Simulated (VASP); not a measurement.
# Ti7PbO16 (a cell with a defect) in VASP: relaxation of the atoms with PBE+U

Aim: the relaxation of the atoms of Ti7PbO16 (a cell with a defect) with PBE+U.

Program: VASP 6.6.1. These are calculated values, not measurements. Logs are shortened: lines on timing, memory, paths and dates and some standing lists are left out, and cuts for length are marked.

## 1. The cell of the first run

The cell holds a defect, 24 atoms: a = 6.562 Å, b = 6.562 Å, c = 7.595 Å, α = 115.60°, β = 115.60°, γ = 90.00°.

## 2. Relaxation of the atoms, PBE+U

Contents of INCAR:

```
  PREC = Accurate
  ENCUT = 520
  EDIFF = 1E-7
  ISMEAR = 0
  SIGMA = 0.01
  LREAL = Auto
  LASPH = T
  NELM = 150
  ALGO = Normal
  ISIF = 2
  LWAVE = F
  LCHARG = F
  LMAXMIX = 4
  LDAU = T
  LDAUTYPE = 2
  LDAUL = -1 2 -1
  LDAUU = 0 4 0
  LDAUJ = 0 0 0
  LDAUPRINT = 1
  GGA = PE
  IBRION = 2
  NSW = 65
  EDIFFG = -0.025
  KPAR = 2
```

Contents of KPOINTS:

```
regular mesh
0
Gamma
  2 2 2
```

Contents of POSCAR:

```
Ti7PbO16
1.0
   -4.6403500624      4.6403500624      0.0000000000
    4.6403500624      4.6403500624      0.0000000000
    0.0000000000     -4.6403500624     -6.0122253141
Pb Ti O
1 7 16
Direct
    0.2500000000      0.7500000000      0.5000000000
    0.0000000000      0.5000000000      0.0000000000
    0.7500000000      0.2500000000      0.5000000000
    0.5000000000      0.0000000000      0.0000000000
    0.6250000000      0.6250000000      0.2500000000
    0.3750000000      0.3750000000      0.7500000000
    0.1250000000      0.1250000000      0.2500000000
    0.8750000000      0.8750000000      0.7500000000
    0.1250000000      0.8193530345      0.2500000000
    0.8750000000      0.5693530345      0.7500000000
    0.6250000000      0.3193530345      0.2500000000
    0.3750000000      0.0693530345      0.7500000000
    0.9443530345      0.7500000000      0.5000000000
    0.6943530345      0.5000000000      0.0000000000
    0.4443530345      0.2500000000      0.5000000000
    0.1943530345      0.0000000000      0.0000000000
    0.5556469655      0.7500000000      0.5000000000
    0.3056469655      0.5000000000      0.0000000000
    0.0556469655      0.2500000000      0.5000000000
    0.8056469655      0.0000000000      0.0000000000
    0.1250000000      0.4306469655      0.2500000000
    0.8750000000      0.1806469655      0.7500000000
    0.6250000000      0.9306469655      0.2500000000
    0.3750000000      0.6806469655      0.7500000000
```

Potentials or basis: VASP PAW PBE potentials, release 64 (Pb_d, Ti_sv, O).

Started as:

```sh
cat potpaw_PBE.64/Pb_d/POTCAR potpaw_PBE.64/Ti_sv/POTCAR potpaw_PBE.64/O/POTCAR > POTCAR
mpirun -np 4 vasp_std > vasp.out
```

OUTCAR:

```text
PREC = Accurate
   ENCUT = 520
   EDIFF = 1E-7
   ISMEAR = 0
   LREAL = Auto
   LASPH = T
   NELM = 150
   ISIF = 2
   GGA = PE
   IBRION = 2
   NSW = 65
   EDIFFG = -0.025

 ion  position               nearest neighbor table
   1  0.250  0.750  0.500-   9 1.97  12 1.97  21 1.97  24 1.97  13 2.01  17 2.01   4 3.01   2 3.01

   2  0.000  0.500  0.000-   9 1.97  10 1.97  21 1.97  22 1.97  14 2.01  18 2.01   1 3.01
   3  0.750  0.250  0.500-  10 1.97  11 1.97  22 1.97  23 1.97  15 2.01  19 2.01
   4  0.500  0.000  0.000-  11 1.97  12 1.97  23 1.97  24 1.97  16 2.01  20 2.01   1 3.01
   5  0.625  0.625  0.250-  13 1.97  14 1.97  17 1.97  18 1.97  11 2.01  23 2.01
   6  0.375  0.375  0.750-  14 1.97  15 1.97  18 1.97  19 1.97  12 2.01  24 2.01
   7  0.125  0.125  0.250-  15 1.97  16 1.97  19 1.97  20 1.97   9 2.01  21 2.01
   8  0.875  0.875  0.750-  13 1.97  16 1.97  17 1.97  20 1.97  10 2.01  22 2.01
   9  0.125  0.819  0.250-   1 1.97   2 1.97   7 2.01
  10  0.875  0.569  0.750-   2 1.97   3 1.97   8 2.01
  11  0.625  0.319  0.250-   3 1.97   4 1.97   5 2.01
  12  0.375  0.069  0.750-   1 1.97   4 1.97   6 2.01
  13  0.944  0.750  0.500-   5 1.97   8 1.97   1 2.01
  14  0.694  0.500  0.000-   5 1.97   6 1.97   2 2.01
[... 8 lines left out ...]
  23  0.625  0.931  0.250-   3 1.97   4 1.97   5 2.01
  24  0.375  0.681  0.750-   1 1.97   4 1.97   6 2.01

  LATTYP: Found a body centered tetragonal cell.
 ALAT       =     6.5624459924
 C/A-ratio  =     1.8323123180

  Lattice vectors:

 A1 = (  -4.6403500624,   0.0000000000,   6.0122253141)
 A2 = (   4.6403500624,   0.0000000000,   6.0122253141)
 A3 = (   0.0000000000,   4.6403500624,  -6.0122253141)

Analysis of symmetry for initial positions (statically):
=====================================================================
 Subroutine PRICEL returns:
 Original cell was already a primitive cell.

 Routine SETGRP: Setting up the symmetry group for a
 body centered tetragonal supercell.

 Subroutine GETGRP returns: Found  8 space group operations
 (whereof  4 operations were pure point group operations)
 out of a pool of 16 trial point group operations.

The static configuration has the point symmetry C_2v.
 The point group associated with its full space group is D_2h.

Analysis of symmetry for dynamics (positions and initial velocities):
=====================================================================
 Subroutine PRICEL returns:
 Original cell was already a primitive cell.

 Routine SETGRP: Setting up the symmetry group for a
 body centered tetragonal supercell.

 Subroutine GETGRP returns: Found  8 space group operations
 (whereof  4 operations were pure point group operations)
 out of a pool of 16 trial point group operations.

The dynamic configuration has the point symmetry C_2v.
 The point group associated with its full space group is D_2h.

 Subroutine INISYM returns: Found  8 space group operations
 (whereof  4 operations are pure point group operations),
 and found     1 'primitive' translations

----------------------------------------------------------------------------------------

                                     Primitive cell

  volume of cell :     258.9207

  direct lattice vectors                    reciprocal lattice vectors
    -4.640350062  4.640350062  0.000000000    -0.107750492  0.107750492 -0.083163883
     4.640350062  4.640350062  0.000000000     0.107750492  0.107750492 -0.083163883
     0.000000000 -4.640350062 -6.012225314     0.000000000  0.000000000 -0.166327765

  length of vectors
     6.562445992  6.562445992  7.594715395     0.173598872  0.173598872  0.166327765

  position of ions in fractional coordinates (direct lattice)
     0.250000000  0.750000000  0.500000000
     0.000000000  0.500000000  0.000000000
     0.750000000  0.250000000  0.500000000
     0.500000000  0.000000000  0.000000000
     0.625000000  0.625000000  0.250000000
     0.375000000  0.375000000  0.750000000
[... 16 lines left out ...]
     0.625000000  0.930646966  0.250000000
     0.375000000  0.680646966  0.750000000

  ion indices of the primitive-cell ions
   primitive index   ion index
                 1           1
                 2           2
                 3           3
                 4           4
                 5           5
                 6           6
[... 16 lines left out ...]
                23          23
                24          24

----------------------------------------------------------------------------------------

 KPOINTS: regular mesh

Automatic generation of k-mesh.
 Grid dimensions read from file:
 generate k-points for:    2    2    2

 Generating k-lattice:

  Cartesian coordinates                     Fractional coordinates (reciprocal lattice)
    -0.053875246  0.053875246 -0.041581941     0.500000000  0.000000000  0.000000000
     0.053875246  0.053875246 -0.041581941     0.000000000  0.500000000  0.000000000
     0.000000000  0.000000000 -0.083163883     0.000000000  0.000000000  0.500000000

  Length of vectors
     0.086799436  0.086799436  0.083163883

  Shift w.r.t. Gamma in fractional coordinates (k-lattice)
     0.000000000  0.000000000  0.000000000

 Subroutine IBZKPT returns following result:
 ===========================================

 Found      5 irreducible k-points:

 Following reciprocal coordinates:
            Coordinates               Weight
  0.000000  0.000000  0.000000      1.000000
  0.500000  0.000000  0.000000      2.000000
  0.000000  0.500000  0.500000      2.000000
  0.500000  0.500000  0.000000      2.000000
  0.000000  0.000000  0.500000      1.000000
   k-points           NKPTS =      5   k-points in BZ     NKDIM =      5   number of bands    NBANDS=    116
   number of dos      NEDOS =    301   number of ions     NIONS =     24
   total plane-waves  NPLWV = 140000
   dimension x,y,z NGX =    50 NGY =   50 NGZ =   56
   dimension x,y,z NGXF=   100 NGYF=  100 NGZF=  112
   ions per type =               1   7  16
   NGX,Y,Z   is equivalent  to a cutoff of  12.67, 12.67, 12.26 a.u.
   NGXF,Y,Z  is equivalent  to a cutoff of  25.33, 25.33, 24.52 a.u.
 SYSTEM =  unknown system
   PREC   = accura    normal or accurate (medium, high low for compatibility)
   ISTART =      0    job   : 0-new  1-cont  2-samecut
   ICHARG =      2    charge: 1-file 2-atom 10-const
   ISPIN  =      1    spin polarized calculation?
   LNONCOLLINEAR =      F non collinear calculations
   LSORBIT =      F    spin-orbit coupling
   LASPH  =      T    aspherical Exc in radial PAW
   ENCUT  =  520.0 eV  38.22 Ry    6.18 a.u.  12.20 12.20 14.12*2*pi/ulx,y,z
   NELM   =    150;   NELMIN=  2; NELMDL= -5     # of ELM steps
   EDIFF  = 0.1E-06   stopping-criterion for ELM
   LREAL  =      T    real-space projection
   EDIFFG = -.3E-01   stopping-criterion for IOM
   NSW    =     65    number of steps for IOM
   IBRION =      2    ionic relax: 0-MD 1-quasi-New 2-CG
   NFREE  =      1    steps in history (QN), initial steepest desc. (CG)
   ISIF   =      2    stress and relaxation
   ISYM   =      2    0-nonsym 1-usesym 2-fastsym
   POTIM  = 0.5000    time-step for ionic-motion
   TEBEG  =    0.0;   TEEND  =   0.0 temperature during run
   PSTRESS=    0.0 pullay stress
   NELECT =     194.0000    total number of electrons
   NUPDOWN=      -1.0000    fix difference up-down
   EMIN   =  10.00;   EMAX   =-10.00  energy-range for DOS
   EFERMI =   0.00;   METHOD = LEGACY
   ISMEAR =     0;   SIGMA  =   0.01  broadening in eV -4-tet -1-fermi 0-gaus
   EFERMI_NEDOS =   21; number of points for ismear=-14 and -15
   IALGO  =     38    algorithm
   IMIX   =      4    mixing-type and parameters
     AMIX     =   0.40;   BMIX     =  1.00
     AMIX_MAG =   1.60;   BMIX_MAG =  1.00
  volume/ion in A,a.u.               =      10.79        72.80
  Fermi-wavevector in a.u.,A,eV,Ry     =   1.486916  2.809864 30.081390  2.210920
  Thomas-Fermi vector in A             =   2.600142
   LORBIT       =      0    0 simple, 1 ext, 2 COOP (PROOUT), +10 PAW based schemes
 LDA+U is selected, type is set to LDAUTYPE =  2
   angular momentum for each species LDAUL =    -1    2   -1
   U (eV)           for each species LDAUU =   0.0  4.0  0.0
   J (eV)           for each species LDAUJ =   0.0  0.0  0.0
   GGA     = PE    functional components
   LHFCALC =     F    Hartree Fock is set to
   AEXX    =    0.0000 exact exchange contribution
   IVDW    =     0    specifies the selected vdW correction
   LEPSILON=     F    determine dielectric tensor
   LRPA    =     F    only Hartree local field effects (RPA)
 conjugate gradient relaxation of ions
 non-spin polarized calculation
 Gauss-broadening in eV      SIGMA  =   0.01
  energy-cutoff  :      520.00
  volume of cell :      258.92
 maximum number of plane-waves:      6994
 NGX is ok and might be reduce to    50
   NGX = 25   NGY = 25   NGZ = 29

--------------------------------------- Ionic step        1  -------------------------------------------

 number of electron     194.0000026 magnetization

 Free energy of the ion-electron system (eV)
  ---------------------------------------------------
  ext. energy  EPLUGINS =         0.00000000
  ---------------------------------------------------
  free energy    TOTEN  =      -182.78903410 eV

  energy without entropy =     -182.78903410  energy(sigma->0) =     -182.78903410

------------------------ aborting loop because EDIFF is reached ----------------------------------------

  FORCE on cell =-STRESS in cart. coord.  units (eV):
  Direction    XX          YY          ZZ          XY          YZ          ZX
  --------------------------------------------------------------------------------------
  -------------------------------------------------------------------------------------
  Total       20.6765027     20.6765027     30.2913236     -1.1746007      0.0000000      0.0000000
  in kB      127.9442973    127.9442973    187.4399247     -7.2683210      0.0000000      0.0000000
  external PRESSURE =     147.7761731 kB  Pullay stress =       0.0000000 kB
[... 155 lines left out ...]
  FREE ENERGIE OF THE ION-ELECTRON SYSTEM (eV)
  ---------------------------------------------------
  free  energy   TOTEN  =      -184.1273971130 eV

  energy  without entropy=     -184.1273971130  energy(sigma->0) =     -184.12739711

[... ionic steps 4 to 9 ...]

--------------------------------------- Ionic step       10  -------------------------------------------

 number of electron     194.0000016 magnetization

------------------------ aborting loop because EDIFF is reached ----------------------------------------
[... 342 lines left out ...]
--------------------------------------- Ionic step       12  -------------------------------------------

 number of electron     194.0000016 magnetization

 Free energy of the ion-electron system (eV)
  ---------------------------------------------------
  ext. energy  EPLUGINS =         0.00000000
  ---------------------------------------------------
  free energy    TOTEN  =      -184.35088892 eV

  energy without entropy =     -184.35088892  energy(sigma->0) =     -184.35088892

 E-fermi :   5.2848     XC(G=0): -11.3480

 val. band max:        5.2010137433   @ k =   0.0000   0.0000   0.0000
 cond. band min:       7.0295300950   @ k =   0.0000   0.0000   0.0000
 fundamental gap:      1.8285163517
 Fermi energy:         5.2848437290

 k-point     1 :       0.0000    0.0000    0.0000
  band No.  band energies     occupation
      1     -52.8907      2.00000
      2     -52.8247      2.00000
      3     -52.8124      2.00000
      4     -52.7882      2.00000
      5     -52.7860      2.00000
      6     -52.7574      2.00000
[... 549 lines left out ...]
    108       8.6361      0.00000
    109       8.7002      0.00000
 [bands above 109 left out]

------------------------ aborting loop because EDIFF is reached ----------------------------------------

  FORCE on cell =-STRESS in cart. coord.  units (eV):
  Direction    XX          YY          ZZ          XY          YZ          ZX
  --------------------------------------------------------------------------------------
  -------------------------------------------------------------------------------------
  Total       18.1021984     18.1021984     24.7433735      0.1894900      0.0000000      0.0000000
  in kB      112.0147386    112.0147386    153.1097195      1.1725464      0.0000000      0.0000000
  external PRESSURE =     125.7130656 kB  Pullay stress =       0.0000000 kB
[... 39 lines left out ...]
  FREE ENERGIE OF THE ION-ELECTRON SYSTEM (eV)
  ---------------------------------------------------
  free  energy   TOTEN  =      -184.3508889159 eV

  energy  without entropy=     -184.3508889159  energy(sigma->0) =     -184.35088892

 reached required accuracy - stopping structural energy minimisation
```

It took 15 min on 4 MPI ranks of Intel Xeon Platinum 8259CL at 2.50GHz (Skylake/Cascade Lake), shared host; peak memory 0.3 GiB.

Results:

| Quantity | Value |
| --- | --- |
| Free energy | -184.3509 eV |
| Energy gained by relaxing | 65.1 meV/atom |
| Ionic steps | 12 |
| Pressure after relaxing | 12.6 GPa |
| Largest force after relaxing | 0.014 eV/Å |
| Band gap on the k mesh | 1.83 eV |

Forces on the atoms (eV/Å):
```
Pb   0.000  0.000  0.000
Ti   0.000  0.000  0.002
Ti   0.000  0.000  0.000
Ti   0.000  0.000 -0.002
Ti   0.000  0.000  0.014
Ti   0.000  0.000 -0.012
Ti   0.000  0.000  0.012
Ti   0.000  0.000 -0.014
O    0.003  0.003 -0.007
O    0.000  0.000  0.000
O    0.000  0.000  0.000
O    0.003  0.003  0.007
O   -0.002  0.002  0.000
O    0.002 -0.002 -0.001
O   -0.001  0.001  0.000
O    0.002 -0.002  0.001
O    0.002 -0.002  0.000
O   -0.002  0.002 -0.001
O    0.001 -0.001  0.000
O   -0.002  0.002  0.001
O   -0.003 -0.003 -0.007
O    0.000  0.000  0.000
O    0.000  0.000  0.000
O   -0.003 -0.003  0.007
```

Stress tensor (GPa, compression positive):
```
11.20  0.12  0.00
 0.12 11.20  0.00
 0.00  0.00 15.31
```

The path:
```tsv
step	energy change (eV)	largest force (eV/Å)	pressure (GPa)
1	0.0000	4.2411	14.78
2	-0.8795	3.3249	13.98
3	-1.3384	1.4382	13.05
4	-1.5142	0.8158	12.59
5	-1.5203	0.4837	12.61
6	-1.5502	0.3102	12.56
7	-1.5502	0.3185	12.56
8	-1.5612	0.0755	12.57
9	-1.5612	0.0692	12.57
10	-1.5618	0.0340	12.57
11	-1.5618	0.0274	12.57
12	-1.5619	0.0138	12.57
```

Final structure:
```
CELL_PARAMETERS angstrom
-4.64035 4.64035 0.00000
4.64035 4.64035 0.00000
0.00000 -4.64035 -6.01223
ATOMIC_POSITIONS crystal
Pb 0.25000 0.75000 0.50000
Ti 0.99385 0.49385 0.98769
Ti 0.75000 0.25000 0.50000
Ti 0.50615 0.00615 0.01231
Ti 0.62144 0.62144 0.24287
Ti 0.37522 0.37522 0.75044
Ti 0.12478 0.12478 0.24956
Ti 0.87856 0.87856 0.75713
O 0.11203 0.81788 0.22405
O 0.87261 0.56822 0.74522
O 0.62739 0.32300 0.25478
O 0.38797 0.09383 0.77595
O 0.93285 0.75000 0.50000
O 0.69839 0.50125 0.00250
O 0.44426 0.25000 0.50000
O 0.19589 0.99875 0.99750
O 0.56715 0.75000 0.50000
O 0.30411 0.50125 0.00250
O 0.05574 0.25000 0.50000
O 0.80161 0.99875 0.99750
O 0.11203 0.40617 0.22405
O 0.87261 0.17700 0.74522
O 0.62739 0.93178 0.25478
O 0.38797 0.68212 0.77595
```

Eigenvalues of the final occupation matrices:
```tsv
site	spin	trace	eigenvalues
site 2 d	1	0.79	0.08 0.10 0.10 0.24 0.27
site 2 d	2	0.79	0.08 0.10 0.10 0.24 0.27
site 3 d	1	0.79	0.08 0.10 0.10 0.24 0.27
site 3 d	2	0.79	0.08 0.10 0.10 0.24 0.27
site 4 d	1	0.79	0.08 0.10 0.10 0.24 0.27
site 4 d	2	0.79	0.08 0.10 0.10 0.24 0.27
site 5 d	1	0.79	0.08 0.10 0.10 0.24 0.27
site 5 d	2	0.79	0.08 0.10 0.10 0.24 0.27
site 6 d	1	0.80	0.07 0.10 0.11 0.26 0.26
site 6 d	2	0.80	0.07 0.10 0.11 0.26 0.26
site 7 d	1	0.80	0.07 0.10 0.11 0.26 0.26
site 7 d	2	0.80	0.07 0.10 0.11 0.26 0.26
```

Caveat: the k points lie up to 0.55 Å⁻¹ apart; spin-orbit coupling is left out, which moves the levels of the heavy elements.
